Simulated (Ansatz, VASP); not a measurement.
# Ni: VASP beside Ansatz

```
Ni
1.0
     2.54569    0.00000    0.00000
    -1.27285    2.20464    0.00000
     0.00000    0.00000    8.33156
Ni
4
Cartesian
  -1.2728 2.2046 8.3316
  -1.2728 2.2046 4.1658
  0.0000 1.4698 2.0829
  1.2728 0.7349 6.2487
```

Alike in both runs: task single point; functional RPBE; k mesh 16 × 16 × 5; occupations fermi-dirac, width 0.05 eV; collinear spin.

|  | VASP | Ansatz |
| --- | --- | --- |
| version | VASP 6.6.1 | Ansatz 0.2.0 |
| potentials or method | VASP PAW PBE potentials, release 64 (Ni), cutoff 520 eV | plane waves (420 eV) with PAW, scalar-relativistic |
| valence electrons in the cell | 40 | 72 |

```tsv
	VASP	Ansatz	Ansatz less VASP
pressure (GPa)	-6.2	-6.5	-0.24
traceless stress, the component that is largest in VASP (GPa)	0.15	0.08	-0.062
net moment per atom (μB)	0.65	0.67	+0.023
size of the moment on the site where the two differ most (μB)	0.66	0.71	+0.049
```

VASP's potentials were made for PBE, not for RPBE. Site moments also hang on the region over which each program counts them. The functional is the same, so the differences come from potentials, cutoffs and numerics. VASP's potentials hold 40 valence electrons a cell and Ansatz's 72, so a difference there can come from the potentials and not from the codes.
